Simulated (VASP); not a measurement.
Crystal: SrVO3.

```xyz
5
Lattice="3.8409 0.0000 0.0000 0.0000 3.8409 0.0000 0.0000 0.0000 3.8409" Properties=species:S:1:pos:R:3 pbc="T T T"
Sr    1.9204    1.9204    1.9204
V     0.0000    0.0000    0.0000
O     0.0000    0.0000    1.9204
O     0.0000    1.9204    0.0000
O     1.9204    0.0000    0.0000
```

Base run:

```yaml
Program: VASP 6.6.1
Functional: PBE
Potentials_or_basis: VASP PAW PBE potentials, release 64 (Sr_sv, V_sv, O)
Cutoff: 520 eV
k_mesh: 10 × 10 × 10
Occupations: fermi-dirac, width 0.1 eV
Spin: collinear spin, ferromagnetic start
Starting_moments: "[0.0, 2.0, 0.0, 0.0, 0.0] μB"
```

Its results: pressure 3.5 GPa; net moment 0.00 μB per cell.

**Question.** The run is repeated on the same cell with these changes: k mesh from 10 × 10 × 10 to 3 × 3 × 3; occupations from fermi-dirac, width 0.1 eV to fermi-dirac, width 0.05 eV. What comes out?

**Answer.** Pressure 3.7 GPa; net moment 0.33 μB per cell; site moments Sr -0.00; V +0.30; O +0.01 μB.

Caveats: some runs use coarse meshes; the cell stands under pressure (at least some runs); the moments typed at the start vanished in this run (at least some runs); a moment this small can come from the mesh or the smearing (at least some runs).
